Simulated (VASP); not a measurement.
Write the native input for VASP 6.6.1 that does the following.

```yaml
Task: relaxation of cell and atoms
Functional: LDA
Potentials_or_basis: VASP PAW LDA potentials, release 64 (Au)
Cutoff: 600 eV
k_mesh: 16 × 16 × 16
Occupations: fermi-dirac, width 0.15 eV
Spin: no spin polarisation
Dipole_correction: no
Further_INCAR_settings: ALGO = Normal; EDIFF = 1e-06; IBRION = 2; EDIFFG = -0.001; NSW = 80; ISIF = 3
```

The structure of Au lies in POSCAR:

```
Au
1.0
    0.0000000000      2.0238288653      2.0238288653
    2.0238288653      0.0000000000      2.0238288653
    2.0238288653      2.0238288653      0.0000000000
Au
1
Direct
    0.0000000000      0.0000000000      0.0000000000
```

These files were run (other wordings do the same):

INCAR

```
PREC = Accurate
ENCUT = 600
EDIFF = 1E-6
ISMEAR = -1
SIGMA = 0.15
LREAL = False
LASPH = True
NELM = 60
ALGO = Normal
ISIF = 3
LWAVE = False
LCHARG = False
GGA = CA
IBRION = 2
NSW = 80
EDIFFG = -0.001
```

KPOINTS

```
Automatic mesh
0
Gamma
  16 16 16
```

Potentials or basis: VASP PAW LDA potentials, release 64 (Au).

Command:

```bash
$ cat potpaw_LDA.64/Au/POTCAR > POTCAR
$ mpirun -np 1 vasp_std > vasp.out
```

It gave:

- Relaxed volume: 16.63 Å³/atom
- Relaxed cell: a = 2.865 Å, b = 2.865 Å, c = 2.865 Å, α = 60.00°, β = 60.00°, γ = 60.00°
- Space group after relaxing (to 0.05 Å): Fm-3m (No. 225)
- Energy gained by relaxing: 0.1 meV/atom
- Ionic steps: 11
- Pressure after relaxing: 0.0 GPa

It took 40 s on 1 thread of Intel Xeon 6975P-C, with other jobs on the host, peak memory 0.16 GiB.
